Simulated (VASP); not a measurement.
# Si16Ge (a cell with a defect) in VASP: a series of runs, part 2 of 3

VASP 6.6.1.

## Step 3: Single point, PBEsol

Contents of INCAR:

```
  PREC = Accurate
  ENCUT = 520
  EDIFF = 1E-6
  ISMEAR = 0
  SIGMA = 0.02
  LREAL = Auto
  LASPH = True
  NELM = 80
  ALGO = Normal
  ISIF = 2
  LWAVE = False
  LCHARG = False
  GGA = PS
  NBANDS = 53
```

Contents of KPOINTS:

```
regular mesh
0
Gamma
  2 2 2
```

Contents of POSCAR:

```
Si16Ge
1.0
    0.0000000000      5.4300000000      5.4300000000
    5.4300000000      0.0000000000      5.4300000000
    5.4300000000      5.4300000000      0.0000000000
Si Ge
16 1
Direct
   -0.0004633295      0.0007846492      0.0001081046
    0.1242552745      0.1247659601      0.1240668670
    0.0046696903      0.0059103152      0.4949809431
    0.1235128587      0.1255082766      0.6274481520
    0.0046047958      0.4957218986      0.0051697585
    0.1235025993      0.6281154356      0.1248259464
    0.0025003420      0.4978224153      0.4971395773
    0.1360142652      0.6237382529      0.6229222200
    0.4965746658      0.0037647957      0.0030492739
    0.6268784130      0.1247442688      0.1240853577
    0.4944601496      0.0058531834      0.4950381718
    0.6225105487      0.1370985519      0.6179774109
    0.4944109636      0.4956612942      0.0052270579
    0.6223555684      0.6186855589      0.1364316755
    0.4996104697      0.5007032035      0.5000366578
    0.6172872624      0.6236049109      0.6230542153
    0.7496463026      0.7506722293      0.7499963503
```

Potentials or basis: VASP PAW PBE potentials, release 64 (Si, Ge_d).

Started as:

```sh
$ cat potpaw_PBE.64/Si/POTCAR potpaw_PBE.64/Ge_d/POTCAR > POTCAR
$ mpirun -np 1 vasp_std > vasp.out
```

OUTCAR:

```text
PREC = Accurate
   ENCUT = 520
   EDIFF = 1E-6
   ISMEAR = 0
   LREAL = Auto
   LASPH = True
   NELM = 80
   ISIF = 2
   GGA = PS

 ion  position               nearest neighbor table
   1  1.000  0.001  0.000-  10 2.34   2 2.34   4 2.34   6 2.34
   2  0.124  0.125  0.124-   3 2.33   5 2.33   9 2.33   1 2.34
   3  0.005  0.006  0.495-   4 2.33   2 2.33  12 2.40   8 2.40  17 2.77
   4  0.124  0.126  0.627-   3 2.33  11 2.33   7 2.33   1 2.34
   5  0.005  0.496  0.005-   6 2.33   2 2.33  14 2.40   8 2.40  17 2.77
   6  0.124  0.628  0.125-  13 2.33   5 2.33   7 2.33   1 2.34
   7  0.003  0.498  0.497-   6 2.33   4 2.33   8 2.42  16 2.42  17 2.75
   8  0.136  0.624  0.623-  15 2.28   3 2.40   5 2.40   7 2.42  17 2.42
   9  0.497  0.004  0.003-  10 2.33   2 2.33  12 2.41  14 2.41  17 2.75
  10  0.627  0.125  0.124-  13 2.33  11 2.33   9 2.33   1 2.34
  11  0.494  0.006  0.495-   4 2.33  10 2.33  12 2.40  16 2.40  17 2.77
  12  0.623  0.137  0.618-  15 2.28   3 2.40  11 2.40   9 2.41  17 2.42
  13  0.494  0.496  0.005-   6 2.33  10 2.33  14 2.40  16 2.40  17 2.77
  14  0.622  0.619  0.136-  15 2.28  13 2.40   5 2.40   9 2.41  17 2.42
  15  0.500  0.501  0.500-  16 2.28   8 2.28  14 2.28  12 2.28
  16  0.617  0.624  0.623-  15 2.28  13 2.40  11 2.40   7 2.42  17 2.42
  17  0.750  0.751  0.750-   8 2.42  16 2.42  12 2.42  14 2.42   7 2.75   9 2.75   5 2.77  11 2.77
                            13 2.77   3 2.77

  LATTYP: Found a face centered cubic cell.
 ALAT       =    10.8600000000

  Lattice vectors:

 A1 = (   0.0000000000,   5.4300000000,   5.4300000000)
 A2 = (   5.4300000000,   0.0000000000,   5.4300000000)
 A3 = (   5.4300000000,   5.4300000000,   0.0000000000)

Analysis of symmetry for initial positions (statically):
=====================================================================
 Subroutine PRICEL returns:
 Original cell was already a primitive cell.

 Routine SETGRP: Setting up the symmetry group for a
 face centered cubic supercell.

 Subroutine GETGRP returns: Found  1 space group operations
 (whereof  1 operations were pure point group operations)
 out of a pool of 48 trial point group operations.

The static configuration has the point symmetry C_1 .

Analysis of symmetry for dynamics (positions and initial velocities):
=====================================================================
 Subroutine PRICEL returns:
 Original cell was already a primitive cell.

 Routine SETGRP: Setting up the symmetry group for a
 face centered cubic supercell.

 Subroutine GETGRP returns: Found  1 space group operations
 (whereof  1 operations were pure point group operations)
 out of a pool of 48 trial point group operations.

The dynamic configuration has the point symmetry C_1 .

 Subroutine INISYM returns: Found  1 space group operations
 (whereof  1 operations are pure point group operations),
 and found     1 'primitive' translations

----------------------------------------------------------------------------------------

                                     Primitive cell

  volume of cell :     320.2060

  direct lattice vectors                    reciprocal lattice vectors
     0.000000000  5.430000000  5.430000000    -0.092081031  0.092081031  0.092081031
     5.430000000  0.000000000  5.430000000     0.092081031 -0.092081031  0.092081031
     5.430000000  5.430000000  0.000000000     0.092081031  0.092081031 -0.092081031

[... 77 lines left out ...]
  0.500000  0.000000  0.500000      1.000000
   k-points           NKPTS =      8   k-points in BZ     NKDIM =      8   number of bands    NBANDS=     53
   number of dos      NEDOS =    301   number of ions     NIONS =     17
   total plane-waves  NPLWV = 216000
   dimension x,y,z NGX =    60 NGY =   60 NGZ =   60
   dimension x,y,z NGXF=   120 NGYF=  120 NGZF=  120
   ions per type =              16   1
   NGX,Y,Z   is equivalent  to a cutoff of  12.99, 12.99, 12.99 a.u.
   NGXF,Y,Z  is equivalent  to a cutoff of  25.98, 25.98, 25.98 a.u.
 SYSTEM =  unknown system
   PREC   = accura    normal or accurate (medium, high low for compatibility)
   ISTART =      0    job   : 0-new  1-cont  2-samecut
   ICHARG =      2    charge: 1-file 2-atom 10-const
   ISPIN  =      1    spin polarized calculation?
   LNONCOLLINEAR =      F non collinear calculations
   LSORBIT =      F    spin-orbit coupling
   LASPH  =      T    aspherical Exc in radial PAW
   ENCUT  =  520.0 eV  38.22 Ry    6.18 a.u.  14.28 14.28 14.28*2*pi/ulx,y,z
   NELM   =     80;   NELMIN=  2; NELMDL= -5     # of ELM steps
   EDIFF  = 0.1E-05   stopping-criterion for ELM
   LREAL  =      T    real-space projection
   EDIFFG = 0.1E-04   stopping-criterion for IOM
   NSW    =      0    number of steps for IOM
   IBRION =     -1    ionic relax: 0-MD 1-quasi-New 2-CG
   NFREE  =      0    steps in history (QN), initial steepest desc. (CG)
   ISIF   =      2    stress and relaxation
   ISYM   =      2    0-nonsym 1-usesym 2-fastsym
   POTIM  = 0.5000    time-step for ionic-motion
   TEBEG  =    0.0;   TEEND  =   0.0 temperature during run
   PSTRESS=    0.0 pullay stress
   NELECT =      78.0000    total number of electrons
   NUPDOWN=      -1.0000    fix difference up-down
   EMIN   =  10.00;   EMAX   =-10.00  energy-range for DOS
   EFERMI =   0.00;   METHOD = LEGACY
   ISMEAR =     0;   SIGMA  =   0.02  broadening in eV -4-tet -1-fermi 0-gaus
   EFERMI_NEDOS =   21; number of points for ismear=-14 and -15
   IALGO  =     38    algorithm
   IMIX   =      4    mixing-type and parameters
     AMIX     =   0.40;   BMIX     =  1.00
     AMIX_MAG =   1.60;   BMIX_MAG =  1.00
  volume/ion in A,a.u.               =      18.84       127.11
  Fermi-wavevector in a.u.,A,eV,Ry     =   1.022421  1.932096 14.222785  1.045345
  Thomas-Fermi vector in A             =   2.156100
   LORBIT       =      0    0 simple, 1 ext, 2 COOP (PROOUT), +10 PAW based schemes
   GGA     = PS    functional components
   LHFCALC =     F    Hartree Fock is set to
   AEXX    =    0.0000 exact exchange contribution
   IVDW    =     0    specifies the selected vdW correction
   LEPSILON=     F    determine dielectric tensor
   LRPA    =     F    only Hartree local field effects (RPA)
 non-spin polarized calculation
 Gauss-broadening in eV      SIGMA  =   0.02
  energy-cutoff  :      520.00
  volume of cell :      320.21
 maximum number of plane-waves:      8646
 NGX is ok and might be reduce to    60
   NGX = 29   NGY = 29   NGZ = 29

 number of electron      77.9999997 magnetization

 Free energy of the ion-electron system (eV)
  ---------------------------------------------------
  ext. energy  EPLUGINS =         0.00000000
  ---------------------------------------------------
  free energy    TOTEN  =       -92.78382140 eV

  energy without entropy =      -92.78351046  energy(sigma->0) =      -92.78366593

 E-fermi :   6.7964     XC(G=0):  -9.8840

 val. band max:        6.7666605074   @ k =   0.0000   0.0000   0.0000
 cond. band min:       6.8260623351   @ k =   0.0000   0.0000   0.0000
 fundamental gap:      0.0594018277
 Fermi energy:         6.7963610164

 k-point     1 :       0.0000    0.0000    0.0000
  band No.  band energies     occupation
      1     -18.2767      2.00000
      2     -18.2767      2.00000
      3     -18.2764      2.00000
      4     -18.2641      2.00000
      5     -18.2614      2.00000
      6      -6.6132      2.00000
[... 421 lines left out ...]
     50      10.1990      0.00000
     51      10.2222      0.00000
 [bands above 51 left out]

------------------------ aborting loop because EDIFF is reached ----------------------------------------

  FORCE on cell =-STRESS in cart. coord.  units (eV):
  Direction    XX          YY          ZZ          XY          YZ          ZX
  --------------------------------------------------------------------------------------
  -------------------------------------------------------------------------------------
  Total        8.8644561      9.7012169      9.7228251      0.0004469     -0.0006727     -0.0012908
  in kB       44.3540409     48.5408427     48.6489611      0.0022363     -0.0033657     -0.0064588
  external PRESSURE =      47.1812816 kB  Pullay stress =       0.0000000 kB

 VOLUME and BASIS-vectors are now :
 -----------------------------------------------------------------------------
  energy-cutoff  :      520.00
  volume of cell :      320.21
      direct lattice vectors                 reciprocal lattice vectors
     0.000000000  5.430000000  5.430000000    -0.092081031  0.092081031  0.092081031
     5.430000000  0.000000000  5.430000000     0.092081031 -0.092081031  0.092081031
     5.430000000  5.430000000  0.000000000     0.092081031  0.092081031 -0.092081031

 POSITION                                       TOTAL-FORCE (eV/Angst)
 -----------------------------------------------------------------------------------
      0.00485      5.42807      5.43174        -0.002407      0.001043     -0.000946
      1.35116      1.34839      1.35219        -0.000069      0.002563      0.002842
      2.71984      2.71310      0.05745        -0.000213      0.000649     -0.000496
      4.08855      4.07772      1.35218         0.001445     -0.000250      0.000584
      2.71984      0.05308      2.71677         0.000103      0.000045      0.000178
      4.08847      1.34842      4.08129         0.003353     -0.000789      0.000081
[... 9 lines left out ...]
      6.76936      6.73505      6.73804        -0.003719      0.004210      0.005385
      8.14863      8.14306      8.14673         0.002098      0.000031     -0.000143
 -----------------------------------------------------------------------------------
    total drift:                                0.000405      0.001400     -0.000859

  FREE ENERGIE OF THE ION-ELECTRON SYSTEM (eV)
  ---------------------------------------------------
  free  energy   TOTEN  =       -92.7838213995 eV

  energy  without entropy=      -92.7835104570  energy(sigma->0) =      -92.78366593
```

Wall time 2.4 min (1 thread of Intel Xeon 6975P-C (Granite Rapids), shared host); peak memory 0.49 GiB.

Results:

* Free energy: -92.7838 eV
* Pressure: 4.7 GPa
* Largest force: 0.008 eV/Å
* Band gap on the k mesh: zero (band 39 reaches 6.88 eV, above the bottom of band 40 at 6.54 eV)

Forces in eV/Å, atoms in the order of the input:
```
Si  -0.002  0.001 -0.001
Si   0.000  0.003  0.003
Si   0.000  0.001  0.000
Si   0.001  0.000  0.001
Si   0.000  0.000  0.000
Si   0.003 -0.001  0.000
Si   0.005 -0.001  0.000
Si  -0.004 -0.005 -0.004
Si  -0.002 -0.001  0.000
Si   0.000 -0.003 -0.003
Si   0.000  0.001 -0.001
Si   0.002  0.002 -0.003
Si   0.000  0.000  0.001
Si   0.001 -0.002  0.003
Si  -0.003  0.001 -0.001
Si  -0.004  0.004  0.005
Ge   0.002  0.000  0.000
```

Levels at points of the mesh, in eV from the Fermi level:
```csv
k point,band 36,band 37,band 38,band 39,band 40,band 41,band 42,band 43
"(0.00, 0.00, 0.00)",-0.76,-0.71,-0.71,-0.25,-0.25,-0.22,-0.03,0.03
"(0.50, 0.00, 0.00)",-1.44,-1.39,-1.38,-0.31,0.51,0.54,0.87,0.87
"(0.00, 0.50, 0.00)",-1.44,-1.39,-1.38,-0.31,0.51,0.54,0.87,0.87
"(0.00, 0.00, 0.50)",-1.44,-1.39,-1.38,-0.31,0.51,0.54,0.87,0.87
"(0.50, 0.50, 0.50)",-1.44,-1.39,-1.38,-0.31,0.51,0.54,0.87,0.87
"(0.50, 0.50, 0.00)",-2.00,-1.81,-1.25,0.07,0.81,1.04,1.05,1.11
"(0.00, 0.50, 0.50)",-1.98,-1.85,-1.29,0.08,0.81,1.05,1.05,1.08
"(0.50, 0.00, 0.50)",-2.00,-1.81,-1.25,0.07,0.81,1.04,1.05,1.11
```

Caveat: the k points lie up to 0.50 Å⁻¹ apart; the PAW data sets were made with another functional, which shifts forces and pressure a little.

## Step 4: Single point, PBEsol

Contents of INCAR:

```
SYSTEM = Si16Ge
ALGO = Normal ; EDIFF = 1E-6
ENCUT = 520 ; GGA = PS
ISIF = 2 ; ISMEAR = 0
LASPH = .True. ; LCHARG = .False.
LREAL = Auto ; LWAVE = .False.
NBANDS = 53 ; NELM = 60
PREC = Accurate ; SIGMA = 0.02
```

Contents of KPOINTS:

```
k-points
0
Gamma
  2 2 2
  0 0 0
```

Contents of POSCAR:

```
Si16Ge
1.0
    0.0000000000      5.4300000000      5.4300000000
    5.4300000000      0.0000000000      5.4300000000
    5.4300000000      5.4300000000      0.0000000000
Si Ge
16 1
Direct
   -0.0113790976      0.0020971455      0.0031511050
    0.1216807551      0.1279984346      0.1288483425
    0.0004064457     -0.0018416206      0.5014033149
    0.1196837937      0.1305941068      0.6206900552
    0.0002157459      0.5005744936     -0.0007395028
    0.1194875691      0.6199704420      0.1314540516
    0.0001739411      0.5015778085      0.5022700737
    0.1240997238      0.6256319521      0.6266949355
    0.5063621547      0.0025115101      0.0025179558
    0.6251103131      0.1249213628      0.1248648250
    0.5023018416      0.0077406998      0.4884924494
    0.6295826888      0.1307519337      0.6204287293
    0.5015985267      0.4885058932      0.0081104972
    0.6291717311      0.6201776243      0.1311654696
    0.4965206262      0.5015541436      0.5021604052
    0.6276650092      0.6222591160      0.6228143646
    0.3751954880      0.8747846225      0.8746330571
```

Potentials or basis: VASP PAW PBE potentials, release 64 (Si, Ge_d).

Started as:

```sh
$ cat potpaw_PBE.64/Si/POTCAR potpaw_PBE.64/Ge_d/POTCAR > POTCAR
$ mpirun -np 1 vasp_std > vasp.out
```

OUTCAR:

```text
SYSTEM = Si16Ge
   EDIFF = 1E-6
   ENCUT = 520
   GGA = PS
   ISIF = 2
   ISMEAR = 0
   LASPH = .True.
   LREAL = Auto
   NELM = 60
   PREC = Accurate

 ion  position               nearest neighbor table
   1  0.989  0.002  0.003-  10 2.28   6 2.40   4 2.40   2 2.41  17 2.42
   2  0.122  0.128  0.129-   3 2.34   5 2.34   1 2.41   9 2.41  17 2.76
   3  0.000  0.998  0.501-  12 2.33   4 2.33   8 2.34   2 2.34
   4  0.120  0.131  0.621-   3 2.33   7 2.33   1 2.40  11 2.40  17 2.77
   5  0.000  0.501  0.999-   6 2.33  14 2.33   8 2.34   2 2.34
   6  0.119  0.620  0.131-   7 2.33   5 2.33  13 2.40   1 2.40  17 2.77
   7  0.000  0.502  0.502-   6 2.33   4 2.33   8 2.33  16 2.34
   8  0.124  0.626  0.627-   7 2.33  15 2.34   3 2.34   5 2.34
   9  0.506  0.003  0.003-  10 2.28  12 2.40  14 2.40   2 2.41  17 2.43
  10  0.625  0.125  0.125-   9 2.28   1 2.28  13 2.28  11 2.28
  11  0.502  0.008  0.488-  10 2.28  12 2.40   4 2.40  16 2.42  17 2.42
  12  0.630  0.131  0.620-  15 2.33   3 2.33   9 2.40  11 2.40  17 2.77
  13  0.502  0.489  0.008-  10 2.28   6 2.40  14 2.40  16 2.42  17 2.42
  14  0.629  0.620  0.131-  15 2.33   5 2.33  13 2.40   9 2.40  17 2.77
  15  0.497  0.502  0.502-  12 2.33  14 2.33   8 2.34  16 2.34
  16  0.628  0.622  0.623-  15 2.34   7 2.34  13 2.42  11 2.42  17 2.74
  17  0.375  0.875  0.875-  11 2.42  13 2.42   1 2.42   9 2.43  16 2.74   2 2.76   4 2.77  12 2.77
[... 212 lines left out ...]
      5     -18.2598      2.00000
      6      -6.6120      2.00000
[... 421 lines left out ...]
     50      10.2011      0.00000
     51      10.2230      0.00000
 [bands above 51 left out]

------------------------ aborting loop because EDIFF is reached ----------------------------------------

  FORCE on cell =-STRESS in cart. coord.  units (eV):
  Direction    XX          YY          ZZ          XY          YZ          ZX
  --------------------------------------------------------------------------------------
  -------------------------------------------------------------------------------------
  Total        8.8694238      9.6495079      9.7430255      0.0053366      0.0095877     -0.0069062
  in kB       44.3788968     48.2821128     48.7500358      0.0267021      0.0479729     -0.0345556
  external PRESSURE =      47.1370151 kB  Pullay stress =       0.0000000 kB

 VOLUME and BASIS-vectors are now :
 -----------------------------------------------------------------------------
  energy-cutoff  :      520.00
  volume of cell :      320.21
      direct lattice vectors                 reciprocal lattice vectors
     0.000000000  5.430000000  5.430000000    -0.092081031  0.092081031  0.092081031
     5.430000000  0.000000000  5.430000000     0.092081031 -0.092081031  0.092081031
     5.430000000  5.430000000  0.000000000     0.092081031  0.092081031 -0.092081031

 POSITION                                       TOTAL-FORCE (eV/Angst)
 -----------------------------------------------------------------------------------
      0.02850      5.38532      5.37960        -0.009031      0.004046      0.004397
      1.39468      1.36037      1.35576         0.014061     -0.000200      0.003239
      8.14262      2.72483      5.42221        -0.004166     -0.014820      0.016963
      4.07947      4.02023      1.35901        -0.001857      0.008166      0.002883
      8.14410      5.42716      2.71929        -0.006172      0.013864     -0.017625
      4.08024      1.36261      4.01526         0.001963     -0.001942      0.007027
[... 9 lines left out ...]
      6.76075      6.79010      6.78709        -0.014215     -0.002702      0.004031
      9.49934      6.78657      6.78739         0.015903      0.006100      0.002986
 -----------------------------------------------------------------------------------
    total drift:                               -0.003628      0.001354     -0.002130

  FREE ENERGIE OF THE ION-ELECTRON SYSTEM (eV)
  ---------------------------------------------------
  free  energy   TOTEN  =       -92.7835193415 eV

  energy  without entropy=      -92.7832150477  energy(sigma->0) =      -92.78336719
```

stdout:

```text
POSCAR found type information on POSCAR SiGe
 POSCAR found :  2 types and      17 ions
 scaLAPACK will be used
 -----------------------------------------------------------------------------
|                                                                             |
|                                                                             |
|     You enforced a specific xc type in the INCAR file but a different       |
|     I HOPE YOU KNOW WHAT YOU ARE DOING!                                     |
|                                                                             |
 -----------------------------------------------------------------------------

 LDA part: xc-table for (Slater+PW92), standard interpolation
 POSCAR, INCAR and KPOINTS ok, starting setup
 FFT: planning ... GRIDC
 FFT: planning ... GRID_SOFT
 FFT: planning ... GRID
 WAVECAR not read
 entering main loop
```

Wall time 2.3 min (1 thread of Intel Xeon 6975P-C (Granite Rapids), shared host); peak memory 0.49 GiB.

What came out:

```
Free energy            : -92.7835 eV
Pressure               : 4.7 GPa
Largest force          : 0.027 eV/Å
Band gap on the k mesh : zero (band 39 reaches 6.88 eV, above the bottom of band 40 at 6.55 eV)
```

Forces in eV/Å, atoms in the order of the input:
```
Si  -0.009  0.004  0.004
Si   0.014  0.000  0.003
Si  -0.004 -0.015  0.017
Si  -0.002  0.008  0.003
Si  -0.006  0.014 -0.018
Si   0.002 -0.002  0.007
Si  -0.003 -0.017 -0.021
Si  -0.001 -0.001  0.000
Si  -0.010 -0.006 -0.009
Si   0.007  0.002 -0.002
Si   0.005  0.003 -0.007
Si  -0.001 -0.001 -0.010
Si   0.004 -0.002  0.002
Si   0.002 -0.006  0.004
Si  -0.002  0.016  0.019
Si  -0.014 -0.003  0.004
Ge   0.016  0.006  0.003
```

Caveat: the k points lie up to 0.50 Å⁻¹ apart; the PAW data sets were made with another functional, which shifts forces and pressure a little.

(Part 2 of 3 ends here.)
